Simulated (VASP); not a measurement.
# Ge (I4_1/amd) in VASP: single point with PBE

Aim: the single point of Ge with PBE.

Program: VASP 6.6.1. These are calculated values, not measurements. Logs are shortened: lines on timing, memory, paths and dates and some standing lists are left out, and cuts for length are marked.

## (1) The cell of the first run

It takes space group I4_1/amd (No. 141, tetragonal). The conventional cell has a = 3.822 Å, b = 3.822 Å, c = 5.859 Å, α = 90.00°, β = 90.00°, γ = 90.00°. Within 3.2 Å of Ge (site symmetry -4m2) lie 4 Ge at 2.41 Å.

## (2) Single point, PBE (epitaxial xy strain -4.7%)

Contents of INCAR:

```
PREC = Accurate ; ENCUT = 500
EDIFF = 1E-6 ; ISMEAR = -1
SIGMA = 0.02 ; LREAL = F
LASPH = T ; NELM = 120
ALGO = Normal ; ISIF = 2
LWAVE = F ; LCHARG = F
GGA = PE ; NBANDS = 21
GGA_COMPAT = F
```

Contents of KPOINTS:

```
regular mesh
0
Gamma
  8 8 8
```

Contents of POSCAR:

```
Ge
1.0
    0.0000000000      2.7024057076      2.9292750732
    2.7024057076      0.0000000000      2.9292750732
    2.7024057076      2.7024057076      0.0000000000
Ge
2
Direct
    0.0000000000      0.0000000000      0.0000000000
    0.2500000000      0.2500000000      0.2500000000
```

Potentials or basis: VASP PAW PBE potentials, release 64 (Ge_d).

Command:

```
$ cat potpaw_PBE.64/Ge_d/POTCAR > POTCAR
$ mpirun -np 1 vasp_std > vasp.out
```

OUTCAR:

```text
PREC = Accurate
   ENCUT = 500
   EDIFF = 1E-6
   ISMEAR = -1
   LREAL = F
   LASPH = T
   NELM = 120
   ISIF = 2
   GGA = PE

 ion  position               nearest neighbor table
   1  0.000  0.000  0.000-   2 2.41   2 2.41   2 2.41   2 2.41
   2  0.250  0.250  0.250-   1 2.41   1 2.41   1 2.41   1 2.41

  LATTYP: Found a body centered tetragonal cell.
 ALAT       =     3.8217788027
 C/A-ratio  =     1.5329380503

  Lattice vectors:

 A1 = (  -2.7024057076,   0.0000000000,   2.9292750732)
 A2 = (   2.7024057076,   0.0000000000,   2.9292750732)
 A3 = (   0.0000000000,   2.7024057076,  -2.9292750732)

Analysis of symmetry for initial positions (statically):
=====================================================================
 Subroutine PRICEL returns:
 Original cell was already a primitive cell.

 Routine SETGRP: Setting up the symmetry group for a
 body centered tetragonal supercell.

 Subroutine GETGRP returns: Found 16 space group operations
 (whereof  8 operations were pure point group operations)
 out of a pool of 16 trial point group operations.

The static configuration has the point symmetry D_2d.
 The point group associated with its full space group is D_4h.

Analysis of symmetry for dynamics (positions and initial velocities):
=====================================================================
 Subroutine PRICEL returns:
 Original cell was already a primitive cell.

 Routine SETGRP: Setting up the symmetry group for a
 body centered tetragonal supercell.

 Subroutine GETGRP returns: Found 16 space group operations
 (whereof  8 operations were pure point group operations)
 out of a pool of 16 trial point group operations.

The dynamic configuration has the point symmetry D_2d.
 The point group associated with its full space group is D_4h.

 Subroutine INISYM returns: Found 16 space group operations
 (whereof  8 operations are pure point group operations),
 and found     1 'primitive' translations

----------------------------------------------------------------------------------------

                                     Primitive cell

  volume of cell :      42.7850

  direct lattice vectors                    reciprocal lattice vectors
     0.000000000  2.702405708  2.929275073    -0.185020332  0.185020332  0.170690696
[... 80 lines left out ...]
   ISPIN  =      1    spin polarized calculation?
   LNONCOLLINEAR =      F non collinear calculations
   LSORBIT =      F    spin-orbit coupling
   LASPH  =      T    aspherical Exc in radial PAW
   ENCUT  =  500.0 eV  36.75 Ry    6.06 a.u.   7.27  7.27  6.97*2*pi/ulx,y,z
   NELM   =    120;   NELMIN=  2; NELMDL= -5     # of ELM steps
   EDIFF  = 0.1E-05   stopping-criterion for ELM
   LREAL  =      F    real-space projection
   EDIFFG = 0.1E-04   stopping-criterion for IOM
   NSW    =      0    number of steps for IOM
   IBRION =     -1    ionic relax: 0-MD 1-quasi-New 2-CG
   NFREE  =      0    steps in history (QN), initial steepest desc. (CG)
   ISIF   =      2    stress and relaxation
   ISYM   =      2    0-nonsym 1-usesym 2-fastsym
   POTIM  = 0.5000    time-step for ionic-motion
   TEBEG  =    0.0;   TEEND  =   0.0 temperature during run
   PSTRESS=    0.0 pullay stress
   NELECT =      28.0000    total number of electrons
   NUPDOWN=      -1.0000    fix difference up-down
   EMIN   =  10.00;   EMAX   =-10.00  energy-range for DOS
   EFERMI =   0.00;   METHOD = LEGACY
   ISMEAR =    -1;   SIGMA  =   0.02  broadening in eV -4-tet -1-fermi 0-gaus
   EFERMI_NEDOS =   21; number of points for ismear=-14 and -15
   IALGO  =     38    algorithm
   IMIX   =      4    mixing-type and parameters
     AMIX     =   0.40;   BMIX     =  1.00
     AMIX_MAG =   1.60;   BMIX_MAG =  1.00
  volume/ion in A,a.u.               =      21.39       144.36
  Fermi-wavevector in a.u.,A,eV,Ry     =   1.421337  2.685938 27.486478  2.020199
  Thomas-Fermi vector in A             =   2.542157
   LORBIT       =      0    0 simple, 1 ext, 2 COOP (PROOUT), +10 PAW based schemes
   GGA     = PE    functional components
   LHFCALC =     F    Hartree Fock is set to
   AEXX    =    0.0000 exact exchange contribution
   IVDW    =     0    specifies the selected vdW correction
   LEPSILON=     F    determine dielectric tensor
   LRPA    =     F    only Hartree local field effects (RPA)
 non-spin polarized calculation
  energy-cutoff  :      500.00
  volume of cell :       42.78
 maximum number of plane-waves:      1102
 NGX is ok and might be reduce to    30
   NGX = 15   NGY = 15   NGZ = 13

 number of electron      28.0000017 magnetization

 Free energy of the ion-electron system (eV)
  ---------------------------------------------------
  ext. energy  EPLUGINS =         0.00000000
  ---------------------------------------------------
  free energy    TOTEN  =        -8.85968897 eV

  energy without entropy =       -8.85932805  energy(sigma->0) =       -8.85950851

 E-fermi :   5.7700     XC(G=0): -10.2039

 val. band max:        5.5015291839   @ k =  -0.1250   0.1250   0.0000
 cond. band min:       5.7836741776   @ k =   0.5000  -0.0000   0.0000
 fundamental gap:      0.2821449937
 Fermi energy:         5.7699675262

 k-point     1 :       0.0000    0.0000    0.0000
  band No.  band energies     occupation
      1     -19.3469      2.00000
      2     -19.3469      2.00000
      3     -19.3244      2.00000
      4     -19.3042      2.00000
      5     -19.2936      2.00000
      6     -19.0837      2.00000
[... 565 lines left out ...]
     20      15.3384      0.00000
     21      16.4858      0.00000

 [... further k-points ...]

------------------------ aborting loop because EDIFF is reached ----------------------------------------

  FORCE on cell =-STRESS in cart. coord.  units (eV):
  Direction    XX          YY          ZZ          XY          YZ          ZX
  --------------------------------------------------------------------------------------
  -------------------------------------------------------------------------------------
  Total        2.8157412      2.8157412      1.0128817      0.0000000      0.0000000      0.0000000
  in kB      105.4416184    105.4416184     37.9295824      0.0000000      0.0000000      0.0000000
  external PRESSURE =      82.9376064 kB  Pullay stress =       0.0000000 kB

 VOLUME and BASIS-vectors are now :
 -----------------------------------------------------------------------------
  energy-cutoff  :      500.00
  volume of cell :       42.78
      direct lattice vectors                 reciprocal lattice vectors
     0.000000000  2.702405708  2.929275073    -0.185020332  0.185020332  0.170690696
     2.702405708  0.000000000  2.929275073     0.185020332 -0.185020332  0.170690696
     2.702405708  2.702405708  0.000000000     0.185020332  0.185020332 -0.170690696

 POSITION                                       TOTAL-FORCE (eV/Angst)
 -----------------------------------------------------------------------------------
      0.00000      0.00000      0.00000        -0.000000     -0.000000     -0.000000
      1.35120      1.35120      1.46464         0.000000      0.000000      0.000000
 -----------------------------------------------------------------------------------
    total drift:                                0.000000      0.000000      0.000000

  FREE ENERGIE OF THE ION-ELECTRON SYSTEM (eV)
  ---------------------------------------------------
  free  energy   TOTEN  =        -8.8596889720 eV

  energy  without entropy=       -8.8593280456  energy(sigma->0) =       -8.85950851
```

Run time: 66 s. Hardware: 1 thread of AMD EPYC 7R43 (Zen 3), shared host; peak memory 0.14 GiB.

Results:

| Quantity | Value |
| --- | --- |
| Free energy | -8.8597 eV |
| Pressure | 8.3 GPa |
| Band gap on the k mesh | zero (bands 14 and 15 overlap by 0.02 eV) |

Stress tensor (GPa, compression positive):
```
10.54  0.00  0.00
 0.00 10.54  0.00
 0.00  0.00  3.79
```

Caveat: the cell differs from its parent crystal (epitaxial xy strain -4.7%); the stress differs along the axes, from 4 to 11 GPa; semilocal functionals underestimate gaps, and a narrow one can read as zero.

The gap in the log of VASP goes by the Fermi energy; the results here count the filled bands.